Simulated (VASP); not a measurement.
# Ga in VASP: single point with PBE

Aim: the single point of Ga with PBE.

Everything below comes from runs of VASP 6.6.1. Logs are shortened: lines on timing, memory, paths and dates and some standing lists are left out, and cuts for length are marked.

## (1) The cell of the first run

The cell holds a slab with vacuum, 5 atoms: a = 2.808 Å, b = 2.985 Å, c = 27.504 Å, α = 90.00°, β = 90.00°, γ = 118.06°.

## (2) Single point, PBE

Contents of INCAR:

```
PREC = Accurate ; ENCUT = 520
EDIFF = 1E-6 ; ISMEAR = 0
SIGMA = 0.1 ; LREAL = False
LASPH = True ; NELM = 100
ALGO = Normal ; ISIF = 2
LWAVE = False ; LCHARG = True
LDIPOL = True ; IDIPOL = 3
DIPOL = 0.5 0.5 0.506 ; GGA = PE
LELF = True ; LVHAR = True
LVACPOTAV = True ; NBANDS = 40
```

Contents of KPOINTS:

```
Automatic mesh
0
Gamma
  10 10 1
```

Contents of POSCAR:

```
Ga
1.0
    2.8080000000      0.0000000000      0.0000000000
   -1.4040000000      2.6343228700      0.0000000000
    0.0000000000      0.0000000000     27.5038192691
Ga
5
Direct
    0.2840509250      0.5681018500      0.3272272811
    0.5681018550      0.1362037100      0.4136136406
    0.8917629869      0.7835259738      0.5054413609
    0.1854707904      0.3709415808      0.5972932548
    0.4314412278      0.8628824556      0.6886642927
```

Potentials or basis: VASP PAW PBE potentials, release 64 (Ga_d).

Launch:

```console
cat potpaw_PBE.64/Ga_d/POTCAR > POTCAR
mpirun -np 1 vasp_std > vasp.out
```

OUTCAR:

```text
PREC = Accurate
   ENCUT = 520
   EDIFF = 1E-6
   ISMEAR = 0
   LREAL = False
   LASPH = True
   NELM = 100
   ISIF = 2
   GGA = PE

 ion  position               nearest neighbor table
   1  0.284  0.568  0.327-   2 2.81
   2  0.568  0.136  0.414-   1 2.81
   3  0.892  0.784  0.505-
   4  0.185  0.371  0.597-   5 2.83
   5  0.431  0.863  0.689-   4 2.83

  LATTYP: Found a base centered orthorhombic cell.
 ALAT       =     2.8080000000
 B/A-ratio  =     1.8762983405
 C/A-ratio  =     9.7948074320

  Lattice vectors:

 A1 = (   1.4040000000,  -2.6343228700,   0.0000000000)
 A2 = (   1.4040000000,   2.6343228700,   0.0000000000)
 A3 = (   0.0000000000,   0.0000000000,  27.5038192691)

Analysis of symmetry for initial positions (statically):
=====================================================================
 Subroutine PRICEL returns:
 Original cell was already a primitive cell.

 Routine SETGRP: Setting up the symmetry group for a
 base centered orthorhombic supercell.

 Subroutine GETGRP returns: Found  2 space group operations
 (whereof  2 operations were pure point group operations)
 out of a pool of  8 trial point group operations.

The static configuration has the point symmetry C_1h.

Analysis of symmetry for dynamics (positions and initial velocities):
=====================================================================
 Subroutine PRICEL returns:
 Original cell was already a primitive cell.

 Routine SETGRP: Setting up the symmetry group for a
 base centered orthorhombic supercell.

 Subroutine GETGRP returns: Found  2 space group operations
 (whereof  2 operations were pure point group operations)
 out of a pool of  8 trial point group operations.

The dynamic configuration has the point symmetry C_1h.

 Subroutine INISYM returns: Found  2 space group operations
 (whereof  2 operations are pure point group operations),
 and found     1 'primitive' translations

----------------------------------------------------------------------------------------

                                     Primitive cell

  volume of cell :     203.4507

  direct lattice vectors                    reciprocal lattice vectors
     2.808000000  0.000000000  0.000000000     0.356125356  0.189802095  0.000000000
    -1.404000000  2.634322870  0.000000000     0.000000000  0.379604190  0.000000000
     0.000000000  0.000000000 27.503819269     0.000000000  0.000000000  0.036358587

  length of vectors
[... 90 lines left out ...]
   EDIFFG = 0.1E-04   stopping-criterion for IOM
   NSW    =      0    number of steps for IOM
   IBRION =     -1    ionic relax: 0-MD 1-quasi-New 2-CG
   NFREE  =      0    steps in history (QN), initial steepest desc. (CG)
   ISIF   =      2    stress and relaxation
   ISYM   =      2    0-nonsym 1-usesym 2-fastsym
   POTIM  = 0.5000    time-step for ionic-motion
   TEBEG  =    0.0;   TEEND  =   0.0 temperature during run
   PSTRESS=    0.0 pullay stress
   NELECT =      65.0000    total number of electrons
   NUPDOWN=      -1.0000    fix difference up-down
   EMIN   =  10.00;   EMAX   =-10.00  energy-range for DOS
   EFERMI =   0.00;   METHOD = LEGACY
   ISMEAR =     0;   SIGMA  =   0.10  broadening in eV -4-tet -1-fermi 0-gaus
   EFERMI_NEDOS =   21; number of points for ismear=-14 and -15
   IALGO  =     38    algorithm
   IMIX   =      4    mixing-type and parameters
     AMIX     =   0.40;   BMIX     =  1.00
     AMIX_MAG =   1.60;   BMIX_MAG =  1.00
  volume/ion in A,a.u.               =      40.69       274.59
  Fermi-wavevector in a.u.,A,eV,Ry     =   1.119162  2.114909 17.041615  1.252523
  Thomas-Fermi vector in A             =   2.255799
   LORBIT       =      0    0 simple, 1 ext, 2 COOP (PROOUT), +10 PAW based schemes
   GGA     = PE    functional components
   LHFCALC =     F    Hartree Fock is set to
   AEXX    =    0.0000 exact exchange contribution
   IVDW    =     0    specifies the selected vdW correction
   LEPSILON=     F    determine dielectric tensor
   LRPA    =     F    only Hartree local field effects (RPA)
 non-spin polarized calculation
 Gauss-broadening in eV      SIGMA  =   0.10
  energy-cutoff  :      520.00
  volume of cell :      203.45
 maximum number of plane-waves:      5520
 NGX is ok and might be reduce to    24
   NGX = 11   NGY = 11   NGZ =103

 dipolmoment           0.000000      0.000000      0.074124 electrons x Angstroem

 number of electron      65.0000014 magnetization

 dipolmoment           0.000000      0.000000     -0.001990 electrons x Angstroem

 Free energy of the ion-electron system (eV)
  ---------------------------------------------------
  ext. energy  EPLUGINS =         0.00000000
  ---------------------------------------------------
  free energy    TOTEN  =       -14.06562727 eV

  energy without entropy =      -14.05673556  energy(sigma->0) =      -14.06118141

 E-fermi :   0.3257     XC(G=0):  -5.6302

 val. band max:        0.2747218953   @ k =   0.3000   0.3000   0.0000
 cond. band min:       0.3270860283   @ k =   0.4000   0.1000   0.0000
 fundamental gap:      0.0523641330
 Fermi energy:         0.3257492172

 k-point     1 :       0.0000    0.0000    0.0000
  band No.  band energies     occupation
      1     -14.6408      2.00000
      2     -14.6100      2.00000
      3     -14.5957      2.00000
      4     -14.5883      2.00000
      5     -14.5762      2.00000
      6     -14.5713      2.00000
[... 1021 lines left out ...]
     39       5.7782      0.00000
     40       5.8798      0.00000

 [... further k-points ...]
[... 5 lines left out ...]
  --------------------------------------------------------------------------------------
  -------------------------------------------------------------------------------------
  Total        0.9320139     -1.2051907      0.6973639      0.0000000      0.1417610      0.0000000
  in kB        7.3396247     -9.4908964      5.4917518      0.0000000      1.1163704      0.0000000
  external PRESSURE =       1.1134934 kB  Pullay stress =       0.0000000 kB

 VOLUME and BASIS-vectors are now :
 -----------------------------------------------------------------------------
  energy-cutoff  :      520.00
  volume of cell :      203.45
      direct lattice vectors                 reciprocal lattice vectors
     2.808000000  0.000000000  0.000000000     0.356125356  0.189802095  0.000000000
    -1.404000000  2.634322870  0.000000000     0.000000000  0.379604190  0.000000000
     0.000000000  0.000000000 27.503819269     0.000000000  0.000000000  0.036358587

 POSITION                                       TOTAL-FORCE (eV/Angst)
 -----------------------------------------------------------------------------------
      0.00000      1.49656      9.00000        -0.000000     -0.020687     -0.251194
      1.40400      0.35880     11.37595        -0.000000      0.006231      0.240269
      1.40400      2.06406     13.90157        -0.000000      0.006922      0.006577
     -0.00000      0.97718     16.42785        -0.000000     -0.005523     -0.025096
      0.00000      2.27311     18.94090         0.000000      0.013058      0.029445
 -----------------------------------------------------------------------------------
    total drift:                               -0.000004     -0.000429      0.001390

  FREE ENERGIE OF THE ION-ELECTRON SYSTEM (eV)
  ---------------------------------------------------
  free  energy   TOTEN  =       -14.0656272693 eV

  energy  without entropy=      -14.0567355572  energy(sigma->0) =      -14.06118141

 vacuum level on the upper side and lower side of the slab         4.460         4.508
```

stdout:

```text
POSCAR found type information on POSCAR Ga
 POSCAR found :  1 types and       5 ions
 scaLAPACK will be used
 LDA part: xc-table for (Slater+PW92), standard interpolation
 POSCAR, INCAR and KPOINTS ok, starting setup
 FFT: planning ... GRIDC
 FFT: planning ... GRID_SOFT
 FFT: planning ... GRID
 WAVECAR not read
 entering main loop
 -----------------------------------------------------------------------------
|                                                                             |
|           W    W    AA    RRRRR   N    N  II  N    N   GGGG   !!!           |
|           W    W   A  A   R    R  NN   N  II  NN   N  G    G  !!!           |
|           W    W  A    A  R    R  N N  N  II  N N  N  G       !!!           |
|           W WW W  AAAAAA  RRRRR   N  N N  II  N  N N  G  GGG   !            |
|           WW  WW  A    A  R   R   N   NN  II  N   NN  G    G                |
|           W    W  A    A  R    R  N    N  II  N    N   GGGG   !!!           |
|                                                                             |
|     Did not find any points to average over, which means that no vacuum     |
|     field-free region was found. Please increase the size of  your cell     |
|     in the dimension of the dipole correction to obtain accurate            |
|     workfunction values.                                                    |
|                                                                             |
 -----------------------------------------------------------------------------
```

Wall time 6.7 min (1 thread of Intel Xeon 6975P-C, shared host); peak memory 0.44 GiB.

Results:

- Free energy: -14.0656 eV
- Largest force: 0.252 eV/Å

Forces in eV/Å, atoms in the order of the input:
```
Ga   0.000 -0.021 -0.251
Ga   0.000  0.006  0.240
Ga   0.000  0.007  0.007
Ga   0.000 -0.006 -0.025
Ga   0.000  0.013  0.029
```

Levels at points of the mesh, in eV from the Fermi level:
```
           k point  band 28  band 29  band 30  band 31  band 32  band 33  band 34  band 35  band 36  band 37
(0.00, 0.00, 0.00)    -9.32    -7.85    -6.32    -3.31    -1.24     1.26     3.22     4.03     4.31     5.49
(0.50, 0.00, 0.00)    -4.28    -3.76    -3.14    -2.79    -1.65    -1.57    -0.39    -0.11     2.59     3.24
(0.00, 0.50, 0.00)    -4.91    -4.71    -3.98    -3.38    -2.38    -2.12    -0.98    -0.72     2.10     2.60
```
